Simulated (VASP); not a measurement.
# MgO (Fm-3m) in VASP: vibrations by perturbation theory with PBE

Aim: the vibrations by perturbation theory of MgO with PBE.

Everything below comes from runs of VASP 6.6.1. Logs are shortened: lines on timing, memory, paths and dates and some standing lists are left out, and cuts for length are marked.

### 1 The cell of the first run

The structure is cubic, space group Fm-3m (No. 225). The conventional cell has a = 4.254 Å, b = 4.254 Å, c = 4.254 Å, α = 90.00°, β = 90.00°, γ = 90.00°. Within 2.8 Å of Mg (site symmetry m-3m) lie 6 O at 2.13 Å. Within 2.8 Å of O (site symmetry m-3m) lie 6 Mg at 2.13 Å.

### 2 Vibrations by perturbation theory, PBE

INCAR reads:

```
PREC = Accurate
ENCUT = 600
EDIFF = 1E-8
ISMEAR = 0
SIGMA = 0.01
LREAL = False
LASPH = True
NELM = 120
ALGO = Normal
ISIF = 2
LWAVE = False
LCHARG = True
GGA = PE
NBANDS = 11
IBRION = 8
NSW = 1
LEPSILON = True
GGA_COMPAT = False
```

KPOINTS reads:

```
Automatic mesh
0
Gamma
  10 10 10
```

POSCAR reads:

```
MgO
1.0
    0.0000000000      2.1269094260      2.1269094260
    2.1269094260      0.0000000000      2.1269094260
    2.1269094260      2.1269094260      0.0000000000
Mg O
1 1
Direct
    0.0000000000      0.0000000000      0.0000000000
    0.5000000000      0.5000000000      0.5000000000
```

Potentials or basis: VASP PAW PBE potentials, release 64 (Mg, O).

Launch:

```
cat potpaw_PBE.64/Mg/POTCAR potpaw_PBE.64/O/POTCAR > POTCAR
mpirun -np 1 vasp_std > vasp.out
```

OUTCAR:

```text
PREC = Accurate
   ENCUT = 600
   EDIFF = 1E-8
   ISMEAR = 0
   LREAL = False
   LASPH = True
   NELM = 120
   ISIF = 2
   GGA = PE
   IBRION = 8
   NSW = 1
   LEPSILON = True

 ion  position               nearest neighbor table
   1  0.000  0.000  0.000-   2 2.13   2 2.13   2 2.13   2 2.13   2 2.13   2 2.13
   2  0.500  0.500  0.500-   1 2.13   1 2.13   1 2.13   1 2.13   1 2.13   1 2.13

  LATTYP: Found a face centered cubic cell.
 ALAT       =     4.2538188520

  Lattice vectors:

 A1 = (   0.0000000000,   2.1269094260,   2.1269094260)
 A2 = (   2.1269094260,   0.0000000000,   2.1269094260)
 A3 = (   2.1269094260,   2.1269094260,   0.0000000000)

Analysis of symmetry for initial positions (statically):
=====================================================================
 Subroutine PRICEL returns:
 Original cell was already a primitive cell.

 Routine SETGRP: Setting up the symmetry group for a
 face centered cubic supercell.

 Subroutine GETGRP returns: Found 48 space group operations
 (whereof 48 operations were pure point group operations)
 out of a pool of 48 trial point group operations.

The static configuration has the point symmetry O_h .

Analysis of symmetry for dynamics (positions and initial velocities):
=====================================================================
 Subroutine PRICEL returns:
 Original cell was already a primitive cell.

 Routine SETGRP: Setting up the symmetry group for a
 face centered cubic supercell.

 Subroutine GETGRP returns: Found 48 space group operations
 (whereof 48 operations were pure point group operations)
 out of a pool of 48 trial point group operations.

The dynamic configuration has the point symmetry O_h .

 Subroutine INISYM returns: Found 48 space group operations
 (whereof 48 operations are pure point group operations),
 and found     1 'primitive' translations

----------------------------------------------------------------------------------------

                                     Primitive cell

  volume of cell :      19.2432

  direct lattice vectors                    reciprocal lattice vectors
     0.000000000  2.126909426  2.126909426    -0.235082883  0.235082883  0.235082883
     2.126909426  0.000000000  2.126909426     0.235082883 -0.235082883  0.235082883
     2.126909426  2.126909426  0.000000000     0.235082883  0.235082883 -0.235082883

  length of vectors
     3.007904156  3.007904156  3.007904156     0.407175498  0.407175498  0.407175498

  position of ions in fractional coordinates (direct lattice)
     0.000000000  0.000000000  0.000000000
     0.500000000  0.500000000  0.500000000

  ion indices of the primitive-cell ions
   primitive index   ion index
                 1           1
                 2           2

----------------------------------------------------------------------------------------

 KPOINTS: Automatic mesh

Automatic generation of k-mesh.
 Grid dimensions read from file:
 generate k-points for:   10   10   10

 Generating k-lattice:

  Cartesian coordinates                     Fractional coordinates (reciprocal lattice)
    -0.023508288  0.023508288  0.023508288     0.100000000  0.000000000  0.000000000
     0.023508288 -0.023508288  0.023508288     0.000000000  0.100000000  0.000000000
     0.023508288  0.023508288 -0.023508288     0.000000000  0.000000000  0.100000000
[... 484 lines left out ...]
  free energy    TOTEN  =        -0.12739320 eV

  energy without entropy =       -0.12739320

------------------------ aborting loop because EDIFF is reached ----------------------------------------

--------------------------------------- Ionic step        2  -------------------------------------------

------------------------ aborting loop because EDIFF is reached ----------------------------------------

--------------------------------------- Ionic step        3  -------------------------------------------

------------------------ aborting loop because EDIFF is reached ----------------------------------------

 PIEZOELECTRIC TENSOR FIELD DIRECTION 3  (e Angst)
 -----------------------------------------------------------------------------
    -0.00015  0.00000  0.00000           ( -0.00001  0.00000  0.00000)
     0.00000 -0.00015  0.00000           (  0.00000 -0.00001  0.00000)
     0.00000 -0.00000 -0.00017           (  0.00000  0.00000 -0.00001)

 PIEZOELECTRIC TENSOR FIELD DIRECTION 3  (C/m^2)
 -----------------------------------------------------------------------------
    -0.00012  0.00000  0.00000
     0.00000 -0.00012  0.00000
     0.00000 -0.00000 -0.00014

--------------------------------------- Ionic step        4  -------------------------------------------

------------------------ aborting loop because EDIFF is reached ----------------------------------------

[... ionic steps 5 to 6 ...]

--------------------------------------- Ionic step        7  -------------------------------------------

 Free energy of the ion-electron system (eV)
  ---------------------------------------------------
  ---------------------------------------------------
  free energy    TOTEN  =        -0.36051699 eV

  energy without entropy =       -0.36051699

------------------------ aborting loop because EDIFF is reached ----------------------------------------

 INTERNAL STRAIN TENSOR  FOR ION    2  DIRECTION 1   (eV/Angst):
 -----------------------------------------------------------------------------
    -0.00442 -0.00000  0.00000
    -0.00000  0.00690 -0.00000
     0.00000 -0.00000  0.00690

 MACROSCOPIC STATIC DIELECTRIC TENSOR (including local field effects in DFT)
 ------------------------------------------------------
           3.169788    -0.000000     0.000000
          -0.000000     3.169788     0.000000
          -0.000000     0.000000     3.169788
 ------------------------------------------------------

 PIEZOELECTRIC TENSOR (including local field effects)  for field in x, y, z        (e  Angst)
          XX          YY          ZZ          XY          YZ          ZX
  --------------------------------------------------------------------------------
  x     0.00000     0.00000     0.00000     0.00000     0.00000     0.00000
  y     0.00000     0.00000     0.00000     0.00000     0.00000     0.00000
  z     0.00000     0.00000     0.00000     0.00000     0.00000     0.00000

 PIEZOELECTRIC TENSOR (including local field effects)  for field in x, y, z        (C/m^2)
          XX          YY          ZZ          XY          YZ          ZX
  --------------------------------------------------------------------------------
  x     0.00000     0.00000     0.00000     0.00000     0.00000     0.00000
  y     0.00000     0.00000     0.00000     0.00000     0.00000     0.00000
  z     0.00000     0.00000     0.00000     0.00000     0.00000     0.00000

 BORN EFFECTIVE CHARGES (including local field effects) (in |e|, cummulative output)
 ---------------------------------------------------------------------------------
 ion    1
    1     1.98140     0.00000    -0.00000
    2     0.00000     1.98140     0.00000
    3    -0.00000    -0.00000     1.98140
 ion    2
    1    -1.98140    -0.00000     0.00000
    2    -0.00000    -1.98140    -0.00000
    3     0.00000     0.00000    -1.98140

 INTERNAL STRAIN TENSOR FOR ION    2 for displacements in x,y,z  (eV/Angst):
          X           Y           Z          XY          YZ          ZX
  --------------------------------------------------------------------------------
  x     0.00000     0.00000     0.00000     0.00000     0.00000     0.00000
  y     0.00000     0.00000     0.00000     0.00000     0.00000     0.00000
  z     0.00000     0.00000     0.00000     0.00000     0.00000     0.00000

 SECOND DERIVATIVES (NOT SYMMETRIZED)
 ------------------------------------
               1X          1Y          1Z          2X          2Y          2Z
  1X    -4.785705    0.000000    0.000000    4.785705    0.000000    0.000000
  1Y     0.000000   -4.785705    0.000000    0.000000    4.785705    0.000000
  1Z     0.000000    0.000000   -4.785705    0.000000    0.000000    4.785705
  2X     4.803772    0.000000    0.000000   -4.803772    0.000000    0.000000
  2Y     0.000000    4.803772    0.000000    0.000000   -4.803772    0.000000
  2Z     0.000000    0.000000    4.803772    0.000000    0.000000   -4.803772

 Eigenvectors and eigenvalues of the dynamical matrix
 ----------------------------------------------------

   1 f  =   11.022734 THz    69.257879 2PiTHz  367.678821 cm-1    45.586343 meV
             X         Y         Z           dx          dy          dz
      0.000000  0.000000  0.000000    -0.626795   -0.053435   -0.018547
      2.126909  2.126909  2.126909     0.773983    0.065982    0.022902
[... 21 lines left out ...]
   6 f/i=    0.010157 THz     0.063820 2PiTHz    0.338809 cm-1     0.042007 meV
             X         Y         Z           dx          dy          dz
      0.000000  0.000000  0.000000     0.760814   -0.152835    0.041617
      2.126909  2.126909  2.126909     0.616130   -0.123770    0.033702

--------------------------------------------------------------------------------------------------------

 MACROSCOPIC STATIC DIELECTRIC TENSOR IONIC CONTRIBUTION
 ------------------------------------------------------
           7.699563     0.000000    -0.000000
           0.000000     7.699563     0.000000
          -0.000000     0.000000     7.699563
 ------------------------------------------------------

 ELASTIC MODULI CONTR FROM IONIC RELAXATION (kBar)
 Direction    XX          YY          ZZ          XY          YZ          ZX
 --------------------------------------------------------------------------------
 XX           0.0000      0.0000      0.0000      0.0000      0.0000      0.0000
 YY           0.0000      0.0000      0.0000      0.0000      0.0000      0.0000
 ZZ           0.0000      0.0000      0.0000      0.0000      0.0000      0.0000
 XY           0.0000      0.0000      0.0000      0.0000      0.0000      0.0000
 YZ           0.0000      0.0000      0.0000      0.0000      0.0000      0.0000
 ZX           0.0000      0.0000      0.0000      0.0000      0.0000      0.0000
 --------------------------------------------------------------------------------

 PIEZOELECTRIC TENSOR IONIC CONTR  for field in x, y, z        (C/m^2)
          XX          YY          ZZ          XY          YZ          ZX
  --------------------------------------------------------------------------------
  x     0.00000     0.00000     0.00000     0.00000     0.00000     0.00000
  y     0.00000     0.00000     0.00000     0.00000     0.00000     0.00000
  z     0.00000     0.00000     0.00000     0.00000     0.00000     0.00000
```

Wall time 3.9 min (1 thread of Intel Xeon 8259CL, shared host); peak memory 0.21 GiB.

Results:

```
Electronic dielectric tensor (diagonal)                 : 3.17
Born charges (mean of the diagonal)                     : Mg +1.98; O -1.98 e
Highest phonon frequency at Γ, LO-TO splitting left out : 368 cm⁻¹
```

Phonon frequencies in cm⁻¹ (negative: imaginary):
| q point | frequencies |
| --- | --- |
| (0.000, 0.000, 0.000) | 0 0 0 368 368 368 |

Electronic dielectric tensor:
```
3.17 0.00 0.00
0.00 3.17 0.00
0.00 0.00 3.17
```

Born effective charge tensors (e):
atom 1, Mg
```
1.98 0.00 0.00
0.00 1.98 0.00
0.00 0.00 1.98
```
atom 2, O
```
-1.98  0.00  0.00
 0.00 -1.98  0.00
 0.00  0.00 -1.98
```
